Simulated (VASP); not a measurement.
# ZnO (zincite) (P6_3mc) in VASP: further runs

The runs below take ZnO (zincite) through single point, relaxation of cell and atoms, with r2SCAN, PBE.

Program: VASP 6.6.1. These are calculated values, not measurements. Logs are shortened: lines on timing, memory, paths and dates and some standing lists are left out, and cuts for length are marked.

## (1) The cell of the first run

Symmetry: P6_3mc, No. 186, hexagonal system. The conventional cell has a = 3.169 Å, b = 3.169 Å, c = 5.105 Å, α = 90.00°, β = 90.00°, γ = 120.00°. Zn (site symmetry 3m) has 4 O at 1.93 to 1.94 Å within 2.6 Å. O (site symmetry 3m) has 4 Zn at 1.93 to 1.94 Å within 2.6 Å.

## (2) Single point, r2SCAN

POSCAR reads:

```
ZnO
1.0
    3.1692269290     -0.0000000029      0.0000000000
   -1.5846134620      2.7446310323      0.0000000000
    0.0000000000      0.0000000000      5.1048699700
Zn O
2 2
Direct
    0.3333333333      0.6666666667      0.4996722600
    0.6666666667      0.3333333333     -0.0003277400
    0.6666666667      0.3333333333      0.3793377400
    0.3333333333      0.6666666667      0.8793377400
```

INCAR.step1 reads:

```
ALGO = Normal
EDIFF = 1E-4
ENCUT = 520
GGA = PE
ISMEAR = -1
LASPH = T
LCHARG = F
LREAL = F
LWAVE = T
NBANDS = 26
NELM = 80
PREC = Accurate
SIGMA = 0.02
```

INCAR.step2 reads:

```
ALGO = Normal
EDIFF = 1E-6
ENCUT = 520
ISIF = 2
ISMEAR = -1
ISTART = 1
LASPH = T
LCHARG = F
LMIXTAU = T
LREAL = F
LWAVE = F
METAGGA = R2SCAN
NBANDS = 26
NELM = 80
PREC = Accurate
SIGMA = 0.02
```

KPOINTS reads:

```
k-points
0
Gamma
  12 12 6
```

Potentials or basis: VASP PAW PBE potentials, release 64 (Zn, O).

The run is started by

```
> cat potpaw_PBE.64/Zn/POTCAR potpaw_PBE.64/O/POTCAR > POTCAR
> cp INCAR.step1 INCAR
> mpirun -np 1 vasp_std > vasp.out
> cp INCAR.step2 INCAR
> mpirun -np 1 vasp_std > vasp.out
```

OUTCAR:

```text
EDIFF = 1E-6
   ENCUT = 520
   ISIF = 2
   ISMEAR = -1
   ISTART = 1
   LASPH = T
   LREAL = F
   METAGGA = R2SCAN
   NELM = 80
   PREC = Accurate

 ion  position               nearest neighbor table
   1  0.333  0.667  0.500-   3 1.93   3 1.93   3 1.93   4 1.94
   2  0.667  0.333  1.000-   4 1.93   4 1.93   4 1.93   3 1.94
   3  0.667  0.333  0.379-   1 1.93   1 1.93   1 1.93   2 1.94
   4  0.333  0.667  0.879-   2 1.93   2 1.93   2 1.93   1 1.94

  LATTYP: Found a hexagonal cell.
 ALAT       =     3.1692269290
 C/A-ratio  =     1.6107618938

  Lattice vectors:

 A1 = (   3.1692269290,  -0.0000000029,   0.0000000000)
 A2 = (  -1.5846134620,   2.7446310323,   0.0000000000)
 A3 = (   0.0000000000,   0.0000000000,   5.1048699700)

Analysis of symmetry for initial positions (statically):
=====================================================================
 Subroutine PRICEL returns:
 Original cell was already a primitive cell.

 Routine SETGRP: Setting up the symmetry group for a
 hexagonal supercell.

 Subroutine GETGRP returns: Found 12 space group operations
 (whereof  6 operations were pure point group operations)
 out of a pool of 24 trial point group operations.

The static configuration has the point symmetry C_3v.
 The point group associated with its full space group is C_6v.

Analysis of symmetry for dynamics (positions and initial velocities):
=====================================================================
 Subroutine PRICEL returns:
 Original cell was already a primitive cell.

 Routine SETGRP: Setting up the symmetry group for a
 hexagonal supercell.

 Subroutine GETGRP returns: Found 12 space group operations
 (whereof  6 operations were pure point group operations)
 out of a pool of 24 trial point group operations.

The dynamic configuration has the point symmetry C_3v.
 The point group associated with its full space group is C_6v.

 Subroutine INISYM returns: Found 12 space group operations
 (whereof  6 operations are pure point group operations),
 and found     1 'primitive' translations

----------------------------------------------------------------------------------------

                                     Primitive cell

  volume of cell :      44.4040

  direct lattice vectors                    reciprocal lattice vectors
     3.169226929 -0.000000003  0.000000000     0.315534363  0.182173849  0.000000000
    -1.584613462  2.744631032  0.000000000     0.000000000  0.364347699  0.000000000
     0.000000000  0.000000000  5.104869970     0.000000000  0.000000000  0.195891375

  length of vectors
     3.169226929  3.169226929  5.104869970     0.364347699  0.364347699  0.195891375

  position of ions in fractional coordinates (direct lattice)
     0.333333333  0.666666667  0.499672260
     0.666666667  0.333333333  0.999672260
     0.666666667  0.333333333  0.379337740
     0.333333333  0.666666667  0.879337740

  ion indices of the primitive-cell ions
   primitive index   ion index
                 1           1
                 2           2
                 3           3
                 4           4

----------------------------------------------------------------------------------------

 KPOINTS: k-points

Automatic generation of k-mesh.
 Grid dimensions read from file:
 generate k-points for:   12   12    6

 Generating k-lattice:

  Cartesian coordinates                     Fractional coordinates (reciprocal lattice)
     0.026294530  0.015181154  0.000000000     0.083333333  0.000000000  0.000000000
     0.000000000  0.030362308  0.000000000     0.000000000  0.083333333  0.000000000
     0.000000000  0.000000000  0.032648563     0.000000000  0.000000000  0.166666667

  Length of vectors
     0.030362308  0.030362308  0.032648563

  Shift w.r.t. Gamma in fractional coordinates (k-lattice)
     0.000000000  0.000000000  0.000000000

 Subroutine IBZKPT returns following result:
 ===========================================

 Found     76 irreducible k-points:

 Following reciprocal coordinates:
            Coordinates               Weight
  0.000000  0.000000  0.000000      1.000000
  0.083333 -0.000000  0.000000      6.000000
  0.166667  0.000000  0.000000      6.000000
  0.250000 -0.000000  0.000000      6.000000
  0.333333 -0.000000  0.000000      6.000000
  0.416667 -0.000000  0.000000      6.000000
[... 16 lines left out ...]
  0.250000 -0.000000  0.166667     12.000000
  0.333333 -0.000000  0.166667     12.000000
 [... further k-points ...]
   k-points           NKPTS =     76   k-points in BZ     NKDIM =     76   number of bands    NBANDS=     26
   number of dos      NEDOS =    301   number of ions     NIONS =      4
   total plane-waves  NPLWV =  23040
   dimension x,y,z NGX =    24 NGY =   24 NGZ =   40
   dimension x,y,z NGXF=    48 NGYF=   48 NGZF=   80
   ions per type =               2   2
   NGX,Y,Z   is equivalent  to a cutoff of  12.59, 12.59, 13.03 a.u.
   NGXF,Y,Z  is equivalent  to a cutoff of  25.18, 25.18, 26.05 a.u.
 SYSTEM =  unknown system
   PREC   = accura    normal or accurate (medium, high low for compatibility)
   ISTART =      1    job   : 0-new  1-cont  2-samecut
   ICHARG =      0    charge: 1-file 2-atom 10-const
   ISPIN  =      1    spin polarized calculation?
   LNONCOLLINEAR =      F non collinear calculations
   LSORBIT =      F    spin-orbit coupling
   LASPH  =      T    aspherical Exc in radial PAW
   ENCUT  =  520.0 eV  38.22 Ry    6.18 a.u.   5.89  5.89  9.49*2*pi/ulx,y,z
   NELM   =     80;   NELMIN=  2; NELMDL=  0     # of ELM steps
   EDIFF  = 0.1E-05   stopping-criterion for ELM
   LREAL  =      F    real-space projection
   EDIFFG = 0.1E-04   stopping-criterion for IOM
   NSW    =      0    number of steps for IOM
   IBRION =     -1    ionic relax: 0-MD 1-quasi-New 2-CG
   NFREE  =      0    steps in history (QN), initial steepest desc. (CG)
   ISIF   =      2    stress and relaxation
   ISYM   =      2    0-nonsym 1-usesym 2-fastsym
   POTIM  = 0.5000    time-step for ionic-motion
   TEBEG  =    0.0;   TEEND  =   0.0 temperature during run
   PSTRESS=    0.0 pullay stress
   NELECT =      36.0000    total number of electrons
   NUPDOWN=      -1.0000    fix difference up-down
   EMIN   =  10.00;   EMAX   =-10.00  energy-range for DOS
   EFERMI =   0.00;   METHOD = LEGACY
   ISMEAR =    -1;   SIGMA  =   0.02  broadening in eV -4-tet -1-fermi 0-gaus
   EFERMI_NEDOS =   21; number of points for ismear=-14 and -15
   IALGO  =     38    algorithm
   IMIX   =      4    mixing-type and parameters
     AMIX     =   0.40;   BMIX     =  1.00
     AMIX_MAG =   1.60;   BMIX_MAG =  1.00
  volume/ion in A,a.u.               =      11.10        74.91
  Fermi-wavevector in a.u.,A,eV,Ry     =   1.526517  2.884699 31.705036  2.330254
  Thomas-Fermi vector in A             =   2.634540
   LORBIT       =      0    0 simple, 1 ext, 2 COOP (PROOUT), +10 PAW based schemes
   METAGGA = R2SCAN    functional components
   LHFCALC =     F    Hartree Fock is set to
   AEXX    =    0.0000 exact exchange contribution
   IVDW    =     0    specifies the selected vdW correction
   LEPSILON=     F    determine dielectric tensor
   LRPA    =     F    only Hartree local field effects (RPA)
 non-spin polarized calculation
  energy-cutoff  :      520.00
  volume of cell :       44.40
 maximum number of plane-waves:      1211
 NGX is ok and might be reduce to    24
   NGX = 11   NGY = 11   NGZ = 19

 number of electron      35.9999971 magnetization

 Free energy of the ion-electron system (eV)
  ---------------------------------------------------
  ext. energy  EPLUGINS =         0.00000000
  ---------------------------------------------------
  free energy    TOTEN  =       -36.20669278 eV

  energy without entropy =      -36.20669278  energy(sigma->0) =      -36.20669278

 E-fermi :   1.9795     XC(G=0): -12.0734

 val. band max:        1.5171045374   @ k =   0.0000   0.0000   0.0000
 cond. band min:       2.8461336176   @ k =   0.0000   0.0000   0.0000
 fundamental gap:      1.3290290802
 Fermi energy:         1.9795091988

 k-point     1 :       0.0000    0.0000    0.0000
  band No.  band energies     occupation
      1     -18.1724      2.00000
      2     -17.3793      2.00000
      3      -4.7646      2.00000
      4      -4.6882      2.00000
      5      -4.6881      2.00000
      6      -4.6203      2.00000
[... 18 lines left out ...]
     25      17.0675      0.00000
     26      17.0677      0.00000

 k-point     2 :       0.0833   -0.0000    0.0000
  band No.  band energies     occupation
      1     -18.1302      2.00000
      2     -17.3605      2.00000
      3      -4.7516      2.00000
      4      -4.6924      2.00000
      5      -4.6621      2.00000
      6      -4.5915      2.00000
[... 18 lines left out ...]
     25      16.9955      0.00000
     26      17.1839      0.00000

 k-point     3 :       0.1667    0.0000    0.0000
  band No.  band energies     occupation
      1     -18.0115      2.00000
      2     -17.3102      2.00000
      3      -4.8730      2.00000
      4      -4.5929      2.00000
      5      -4.5783      2.00000
      6      -4.5303      2.00000
[... 18 lines left out ...]
     25      16.8092      0.00000
     26      17.2819      0.00000

 k-point     4 :       0.2500   -0.0000    0.0000
  band No.  band energies     occupation
      1     -17.8394      2.00000
      2     -17.2466      2.00000
      3      -5.0006      2.00000
      4      -4.6088      2.00000
      5      -4.5059      2.00000
      6      -4.3922      2.00000
[... 18 lines left out ...]
     25      16.1653      0.00000
     26      17.0673      0.00000
[... 496 lines left out ...]
      1     -17.9661      2.00000
      2     -17.3587      2.00000
      3      -4.9103      2.00000
      4      -4.7450      2.00000
      5      -4.5811      2.00000
      6      -4.5298      2.00000
[... 18 lines left out ...]
     25      15.9213      0.00000
     26      17.0108      0.00000

 k-point    23 :       0.2500   -0.0000    0.1667
  band No.  band energies     occupation
      1     -17.7998      2.00000
      2     -17.2862      2.00000
      3      -5.0354      2.00000
      4      -4.7468      2.00000
      5      -4.4894      2.00000
      6      -4.4097      2.00000
[... 18 lines left out ...]
     25      16.1570      0.00000
     26      16.9222      0.00000

 k-point    24 :       0.3333   -0.0000    0.1667
  band No.  band energies     occupation
      1     -17.6181      2.00000
      2     -17.2235      2.00000
      3      -5.1031      2.00000
      4      -4.7905      2.00000
      5      -4.4093      2.00000
      6      -4.2656      2.00000
[... 18 lines left out ...]
     25      16.1633      0.00000
     26      16.9402      0.00000

 [... further k-points ...]
[... 5 lines left out ...]
  --------------------------------------------------------------------------------------
  -------------------------------------------------------------------------------------
  Total        3.3401970      3.3401970      3.3593693     -0.0000000      0.0000000      0.0000000
  in kB      120.5204288    120.5204288    121.2122030     -0.0000000      0.0000000      0.0000000
  external PRESSURE =     120.7510202 kB  Pullay stress =       0.0000000 kB

 VOLUME and BASIS-vectors are now :
 -----------------------------------------------------------------------------
  energy-cutoff  :      520.00
  volume of cell :       44.40
      direct lattice vectors                 reciprocal lattice vectors
     3.169226929 -0.000000003  0.000000000     0.315534363  0.182173849  0.000000000
    -1.584613462  2.744631032  0.000000000     0.000000000  0.364347699  0.000000000
     0.000000000  0.000000000  5.104869970     0.000000000  0.000000000  0.195891375

 POSITION                                       TOTAL-FORCE (eV/Angst)
 -----------------------------------------------------------------------------------
      0.00000      1.82975      2.55076        -0.000000      0.000000      0.004655
      1.58461      0.91488      5.10320         0.000000      0.000000      0.004655
      1.58461      0.91488      1.93647        -0.000000     -0.000000     -0.004655
      0.00000      1.82975      4.48890        -0.000000      0.000000     -0.004655
 -----------------------------------------------------------------------------------
    total drift:                                0.000001      0.000001     -0.031053

  FREE ENERGIE OF THE ION-ELECTRON SYSTEM (eV)
  ---------------------------------------------------
  free  energy   TOTEN  =       -36.2066927832 eV

  energy  without entropy=      -36.2066927832  energy(sigma->0) =      -36.20669278
```

It took 1.8 min on 1 thread of Intel Xeon Platinum 8559C (Emerald Rapids), shared host; peak memory 0.21 GiB.

What came out:

```yaml
Free_energy: -36.2067 eV
Pressure: 12.1 GPa
Largest_force: 0.005 eV/Å
Band_gap_on_the_k_mesh: 1.33 eV, direct
```

Forces in eV/Å, atoms in the order of the input:
```
Zn   0.000  0.000  0.005
Zn   0.000  0.000  0.005
O    0.000  0.000 -0.005
O    0.000  0.000 -0.005
```

Levels at points of the mesh, in eV from the valence-band top:
```
           k point  band 15  band 16  band 17  band 18  band 19  band 20  band 21  band 22
(0.00, 0.00, 0.00)    -0.89    -0.12     0.00     0.00     1.33     6.11     9.05    14.05
(0.50, 0.00, 0.00)    -3.06    -2.55    -1.41    -0.96     6.71     7.45     8.16     9.75
(0.00, 0.00, 0.50)    -0.44    -0.44    -0.44    -0.44     4.09     4.09    11.09    11.09
(0.50, 0.00, 0.50)    -1.70    -1.70    -1.53    -1.53     6.35     6.35     9.56     9.56
```

Caveat: the PAW data sets were made with another functional, which shifts forces and pressure a little. r2SCAN opens gaps a little over a GGA but as a rule still falls short of measured ones.

(Part 1 of 2 ends here.)
